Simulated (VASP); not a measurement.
# Hf (Im-3m) in VASP: a series of runs

Hf is run at these levels: PBEsol; tasks: electric field gradients.

Everything below comes from runs of VASP 6.6.1. Logs are shortened: lines on timing, memory, paths and dates and some standing lists are left out, and cuts for length are marked.

**1. The cell of the first run**

The structure is cubic, space group Im-3m (No. 229). Conventional cell: a = 3.598 Å, b = 3.598 Å, c = 3.598 Å, α = 90.00°, β = 90.00°, γ = 90.00°. Hf (site symmetry m-3m) has 14 Hf at 3.12 to 3.60 Å within 4.1 Å.

**2. Electric field gradients, PBEsol (volume scaled by 0.99)**

Contents of INCAR:

```
SYSTEM = Hf
ALGO = Normal
EDIFF = 1E-8
ENCUT = 520
GGA = PS
ISIF = 2
ISMEAR = -1
LASPH = .TRUE.
LCHARG = .FALSE.
LEFG = .TRUE.
LREAL = .FALSE.
LWAVE = .FALSE.
NBANDS = 11
NELM = 60
PREC = Accurate
SIGMA = 0.05
```

Contents of KPOINTS:

```
k-points
0
G
  14 14 14
  0 0 0
```

Contents of POSCAR:

```
Hf
1.0
   -1.7989631656      1.7989631656      1.7989631656
    1.7989631656     -1.7989631656      1.7989631656
    1.7989631656      1.7989631656     -1.7989631656
Hf
1
Direct
    0.0000000000      0.0000000000      0.0000000000
```

Potentials or basis: VASP PAW PBE potentials, release 64 (Hf_pv).

Started as:

```sh
> cat potpaw_PBE.64/Hf_pv/POTCAR > POTCAR
> mpirun -np 1 vasp_std > vasp.out
```

OUTCAR:

```text
SYSTEM = Hf
   EDIFF = 1E-8
   ENCUT = 520
   GGA = PS
   ISIF = 2
   ISMEAR = -1
   LASPH = .TRUE.
   LREAL = .FALSE.
   NELM = 60
   PREC = Accurate

 ion  position               nearest neighbor table
   1  0.000  0.000  0.000-

  LATTYP: Found a body centered cubic cell.
 ALAT       =     3.5979263312

  Lattice vectors:

 A1 = (  -1.7989631656,   1.7989631656,   1.7989631656)
 A2 = (   1.7989631656,  -1.7989631656,   1.7989631656)
 A3 = (   1.7989631656,   1.7989631656,  -1.7989631656)

Analysis of symmetry for initial positions (statically):
=====================================================================
 Subroutine PRICEL returns:
 Original cell was already a primitive cell.

 Routine SETGRP: Setting up the symmetry group for a
 body centered cubic supercell.

 Subroutine GETGRP returns: Found 48 space group operations
 (whereof 48 operations were pure point group operations)
 out of a pool of 48 trial point group operations.

The static configuration has the point symmetry O_h .

Analysis of symmetry for dynamics (positions and initial velocities):
=====================================================================
 Subroutine PRICEL returns:
 Original cell was already a primitive cell.

 Routine SETGRP: Setting up the symmetry group for a
 body centered cubic supercell.

 Subroutine GETGRP returns: Found 48 space group operations
 (whereof 48 operations were pure point group operations)
 out of a pool of 48 trial point group operations.

The dynamic configuration has the point symmetry O_h .

 Subroutine INISYM returns: Found 48 space group operations
 (whereof 48 operations are pure point group operations),
 and found     1 'primitive' translations

----------------------------------------------------------------------------------------

                                     Primitive cell

  volume of cell :      23.2877

  direct lattice vectors                    reciprocal lattice vectors
    -1.798963166  1.798963166  1.798963166     0.000000000  0.277937875  0.277937875
     1.798963166 -1.798963166  1.798963166     0.277937875  0.000000000  0.277937875
     1.798963166  1.798963166 -1.798963166     0.277937875  0.277937875  0.000000000

  length of vectors
     3.115895604  3.115895604  3.115895604     0.393063513  0.393063513  0.393063513

  position of ions in fractional coordinates (direct lattice)
     0.000000000  0.000000000  0.000000000

  ion indices of the primitive-cell ions
   primitive index   ion index
                 1           1

----------------------------------------------------------------------------------------

 KPOINTS: k-points

Automatic generation of k-mesh.
 Grid dimensions read from file:
 generate k-points for:   14   14   14

 Generating k-lattice:

  Cartesian coordinates                     Fractional coordinates (reciprocal lattice)
     0.000000000  0.019852705  0.019852705     0.071428571  0.000000000  0.000000000
     0.019852705  0.000000000  0.019852705     0.000000000  0.071428571  0.000000000
     0.019852705  0.019852705  0.000000000     0.000000000  0.000000000  0.071428571

  Length of vectors
     0.028075965  0.028075965  0.028075965

  Shift w.r.t. Gamma in fractional coordinates (k-lattice)
     0.000000000  0.000000000  0.000000000

 Subroutine IBZKPT returns following result:
 ===========================================

 Found    104 irreducible k-points:

 Following reciprocal coordinates:
            Coordinates               Weight
  0.000000  0.000000  0.000000      1.000000
  0.071429  0.000000  0.000000     12.000000
  0.142857  0.000000  0.000000     12.000000
  0.214286  0.000000  0.000000     12.000000
  0.285714  0.000000  0.000000     12.000000
  0.357143  0.000000  0.000000     12.000000
[... 16 lines left out ...]
  0.285714  0.285714  0.000000     24.000000
  0.357143  0.285714  0.000000     24.000000
 [... further k-points ...]
   k-points           NKPTS =    104   k-points in BZ     NKDIM =    104   number of bands    NBANDS=     11
   number of dos      NEDOS =    301   number of ions     NIONS =      1
   total plane-waves  NPLWV =  13824
   dimension x,y,z NGX =    24 NGY =   24 NGZ =   24
   dimension x,y,z NGXF=    48 NGYF=   48 NGZF=   48
   ions per type =               1
   NGX,Y,Z   is equivalent  to a cutoff of  12.80, 12.80, 12.80 a.u.
   NGXF,Y,Z  is equivalent  to a cutoff of  25.61, 25.61, 25.61 a.u.
 SYSTEM =  Hf
   PREC   = accura    normal or accurate (medium, high low for compatibility)
   ISTART =      0    job   : 0-new  1-cont  2-samecut
   ICHARG =      2    charge: 1-file 2-atom 10-const
   ISPIN  =      1    spin polarized calculation?
   LNONCOLLINEAR =      F non collinear calculations
   LSORBIT =      F    spin-orbit coupling
   LASPH  =      T    aspherical Exc in radial PAW
   ENCUT  =  520.0 eV  38.22 Ry    6.18 a.u.   5.79  5.79  5.79*2*pi/ulx,y,z
   NELM   =     60;   NELMIN=  2; NELMDL= -5     # of ELM steps
   EDIFF  = 0.1E-07   stopping-criterion for ELM
   LREAL  =      F    real-space projection
   EDIFFG = 0.1E-06   stopping-criterion for IOM
   NSW    =      0    number of steps for IOM
   IBRION =     -1    ionic relax: 0-MD 1-quasi-New 2-CG
   NFREE  =      0    steps in history (QN), initial steepest desc. (CG)
   ISIF   =      2    stress and relaxation
   ISYM   =      2    0-nonsym 1-usesym 2-fastsym
   POTIM  = 0.5000    time-step for ionic-motion
   TEBEG  =    0.0;   TEEND  =   0.0 temperature during run
   PSTRESS=    0.0 pullay stress
   NELECT =      10.0000    total number of electrons
   NUPDOWN=      -1.0000    fix difference up-down
   EMIN   =  10.00;   EMAX   =-10.00  energy-range for DOS
   EFERMI =   0.00;   METHOD = LEGACY
   ISMEAR =    -1;   SIGMA  =   0.05  broadening in eV -4-tet -1-fermi 0-gaus
   EFERMI_NEDOS =   21; number of points for ismear=-14 and -15
   IALGO  =     38    algorithm
   IMIX   =      4    mixing-type and parameters
     AMIX     =   0.40;   BMIX     =  1.00
     AMIX_MAG =   1.60;   BMIX_MAG =  1.00
  volume/ion in A,a.u.               =      23.29       157.15
  Fermi-wavevector in a.u.,A,eV,Ry     =   1.235092  2.333985 20.755030  1.525452
  Thomas-Fermi vector in A             =   2.369755
   LORBIT       =      0    0 simple, 1 ext, 2 COOP (PROOUT), +10 PAW based schemes
   GGA     = PS    functional components
   LHFCALC =     F    Hartree Fock is set to
   AEXX    =    0.0000 exact exchange contribution
   IVDW    =     0    specifies the selected vdW correction
   LEPSILON=     F    determine dielectric tensor
   LRPA    =     F    only Hartree local field effects (RPA)
 non-spin polarized calculation
  energy-cutoff  :      520.00
  volume of cell :       23.29
 maximum number of plane-waves:       642
   NGX = 11   NGY = 11   NGZ = 11

 number of electron      10.0000002 magnetization

 Free energy of the ion-electron system (eV)
  ---------------------------------------------------
  ext. energy  EPLUGINS =         0.00000000
  ---------------------------------------------------
  free energy    TOTEN  =       -10.28278204 eV

  energy without entropy =      -10.26481418  energy(sigma->0) =      -10.27379811

 E-fermi :   4.1426     XC(G=0): -11.2094

 val. band max:        4.1421097070   @ k =   0.2857   0.0714  -0.0000
 cond. band min:       4.1453685611   @ k =   0.2857   0.2143   0.0000
 fundamental gap:      0.0032588541
 Fermi energy:         4.1426008636

 k-point     1 :       0.0000    0.0000    0.0000
  band No.  band energies     occupation
      1     -25.7879      2.00000
      2     -25.7879      2.00000
      3     -25.7879      2.00000
      4      -2.7589      2.00000
      5       5.6279      0.00000
      6       5.6279      0.00000
      7       5.6279      0.00000
      8       8.3066      0.00000
      9       8.3066      0.00000
     10      17.2478      0.00000
     11      17.2825      0.00000

 k-point     2 :       0.0714    0.0000    0.0000
  band No.  band energies     occupation
      1     -25.8258      2.00000
      2     -25.7999      2.00000
      3     -25.7880      2.00000
      4      -2.5785      2.00000
      5       5.5026      0.00000
      6       5.5788      0.00000
      7       5.8048      0.00000
      8       8.1091      0.00000
      9       8.3055      0.00000
     10      17.2475      0.00000
     11      17.4504      0.00000

 k-point     3 :       0.1429    0.0000    0.0000
  band No.  band energies     occupation
      1     -25.9305      2.00000
      2     -25.8332      2.00000
      3     -25.7883      2.00000
      4      -2.0606      2.00000
      5       5.1758      0.00000
      6       5.3591      0.00000
      7       6.3277      0.00000
      8       7.7953      0.00000
      9       8.3197      0.00000
     10      17.2420      0.00000
     11      17.7888      0.00000

 k-point     4 :       0.2143    0.0000    0.0000
  band No.  band energies     occupation
      1     -26.0784      2.00000
      2     -25.8810      2.00000
      3     -25.7888      2.00000
      4      -1.2800      2.00000
      5       4.7542      0.00001
      6       4.9289      0.00000
      7       7.1723      0.00000
      8       7.7409      0.00000
      9       8.3872      0.00000
     10      17.2359      0.00000
     11      17.6742      0.00000

 k-point     5 :       0.2857    0.0000    0.0000
  band No.  band energies     occupation
      1     -26.2380      2.00000
      2     -25.9335      2.00000
      3     -25.7894      2.00000
      4      -0.3845      2.00000
      5       4.3391      0.03853
      6       4.5248      0.00096
      7       7.9251      0.00000
      8       8.2907      0.00000
      9       8.5353      0.00000
     10      16.7435      0.00000
     11      17.0942      0.00000
[... 211 lines left out ...]
 k-point    21 :       0.2857    0.2143    0.0000
  band No.  band energies     occupation
      1     -26.3855      2.00000
      2     -26.0851      2.00000
      3     -25.8601      2.00000
      4       1.6395      2.00000
      5       3.5773      1.99998
      6       4.1454      0.97233
      7       7.9499      0.00000
      8       8.9178      0.00000
      9      11.4661      0.00000
     10      13.3681      0.00000
     11      16.7204      0.00000

 k-point    22 :       0.3571    0.2143    0.0000
  band No.  band energies     occupation
      1     -26.4050      2.00000
      2     -26.1324      2.00000
      3     -25.8641      2.00000
      4       1.9508      2.00000
      5       3.6416      1.99991
      6       4.1584      0.84355
      7       8.0447      0.00000
      8       9.0672      0.00000
      9      12.1728      0.00000
     10      12.5535      0.00000
     11      15.8711      0.00000

 k-point    23 :       0.2857    0.2857    0.0000
  band No.  band energies     occupation
      1     -26.3658      2.00000
      2     -26.1745      2.00000
      3     -25.8734      2.00000
      4       2.2908      2.00000
      5       3.4519      2.00000
      6       3.9996      1.89157
      7       8.2630      0.00000
      8       8.8238      0.00000
      9      11.9358      0.00000
     10      12.8209      0.00000
     11      15.8609      0.00000

 k-point    24 :       0.3571    0.2857    0.0000
  band No.  band energies     occupation
      1     -26.3380      2.00000
      2     -26.2281      2.00000
      3     -25.8773      2.00000
      4       2.5326      2.00000
      5       3.5598      1.99998
      6       3.8031      1.99775
      7       8.4249      0.00000
      8       8.8984      0.00000
      9      11.2325      0.00000
     10      13.6975      0.00000
     11      15.0791      0.00000

 [... further k-points ...]

------------------------ aborting loop because EDIFF is reached ----------------------------------------

  FORCE on cell =-STRESS in cart. coord.  units (eV):
  Direction    XX          YY          ZZ          XY          YZ          ZX
  --------------------------------------------------------------------------------------
  -------------------------------------------------------------------------------------
  Total       -1.2464837     -1.2464837     -1.2464837     -0.0000000     -0.0000000     -0.0000000
  in kB      -85.7571604    -85.7571604    -85.7571604     -0.0000000     -0.0000000     -0.0000000
  external PRESSURE =     -85.7571604 kB  Pullay stress =       0.0000000 kB

 VOLUME and BASIS-vectors are now :
 -----------------------------------------------------------------------------
  energy-cutoff  :      520.00
  volume of cell :       23.29
      direct lattice vectors                 reciprocal lattice vectors
    -1.798963166  1.798963166  1.798963166     0.000000000  0.277937875  0.277937875
     1.798963166 -1.798963166  1.798963166     0.277937875  0.000000000  0.277937875
     1.798963166  1.798963166 -1.798963166     0.277937875  0.277937875  0.000000000

 POSITION                                       TOTAL-FORCE (eV/Angst)
 -----------------------------------------------------------------------------------
      0.00000      0.00000      0.00000         0.000000      0.000000     -0.000000
 -----------------------------------------------------------------------------------
    total drift:                               -0.000000      0.000000     -0.000000

  FREE ENERGIE OF THE ION-ELECTRON SYSTEM (eV)
  ---------------------------------------------------
  free  energy   TOTEN  =       -10.2827820430 eV

  energy  without entropy=      -10.2648141799  energy(sigma->0) =      -10.27379811

 Electric field gradients (V/A^2)
---------------------------------------------------------------------
 ion       V_xx      V_yy      V_zz      V_xy      V_xz      V_yz
---------------------------------------------------------------------
   1      -0.000     0.000     0.000    -0.000    -0.000    -0.000
---------------------------------------------------------------------

 Electric field gradients after diagonalization (V/A^2)
 (convention: |V_zz| > |V_xx| > |V_yy|)
----------------------------------------------------------------------
 ion       V_xx      V_yy      V_zz     asymmetry (V_yy - V_xx)/ V_zz
----------------------------------------------------------------------
   1       0.000     0.000    -0.001       0.000
----------------------------------------------------------------------

           NMR quadrupolar parameters

 Cq : quadrupolar parameter    Cq=e*Q*V_zz/h
 eta: asymmetry parameters     (V_yy - V_xx)/ V_zz
 Q  : nuclear electric quadrupole moment in mb (millibarn)
----------------------------------------------------------------------
 ion       Cq(MHz)       eta       Q (mb)
----------------------------------------------------------------------
   1      -0.000       0.000       1.000
----------------------------------------------------------------------
```

It took 14 s on 1 thread of Intel Xeon Platinum 8488C (Sapphire Rapids), shared host; peak memory 0.15 GiB.

Results:

```yaml
Free_energy: -10.2828 eV
Pressure: -8.6 GPa
Band_gap_on_the_k_mesh: zero (band 5 reaches 5.63 eV, above the bottom of band 6 at 3.43 eV)
```

Caveat: without QUAD_EFG the Cq values of the log hold for a quadrupole moment of 1 mb, not for the nuclei; the PAW data sets were made with another functional, which shifts forces and pressure a little; spin-orbit coupling is left out, which moves the levels of the heavy elements.

(Part 1 of 3 ends here.)
